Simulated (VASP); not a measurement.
A run of VASP 6.6.1:

File INCAR:

```
  PREC = Accurate
  ENCUT = 400
  EDIFF = 1E-6
  ISMEAR = 0
  SIGMA = 0.1
  LREAL = False
  LASPH = True
  NELM = 200
  ALGO = Normal
  ISIF = 2
  LWAVE = False
  LCHARG = False
  ISPIN = 2
  MAGMOM = 1 1
  LORBIT = 11
  GGA = PE
  NBANDS = 17
  GGA_COMPAT = False
```

KPOINTS

```
regular mesh
0
Gamma
  8 6 8
```

The input POSCAR:

```
Se
1.0
    4.3097531800      0.0000000000      0.0000000000
    0.0000000000      0.0000000000     -4.4504935700
   -2.1548765900      6.1339473500      0.0000000000
Se
2
Direct
    0.1387100400      0.2500000000      0.2774200800
    0.8612899600      0.7500000000      0.7225799200
```

Potentials or basis: VASP PAW PBE potentials, release 64 (Se).

The run is started by

```sh
$ cat potpaw_PBE.64/Se/POTCAR > POTCAR
$ mpirun -np 1 vasp_std > vasp.out
```

Hardware: 1 thread of Intel(R) Xeon(R) 6975P-C (Granite Rapids) (shared host).

**Question.** How long does it take, and how much memory?

**Answer.** It took 74 s on 1 thread of Intel(R) Xeon(R) 6975P-C (Granite Rapids) (shared host), peak memory 0.3 GiB. Counts: scf iterations 15, k points 84.
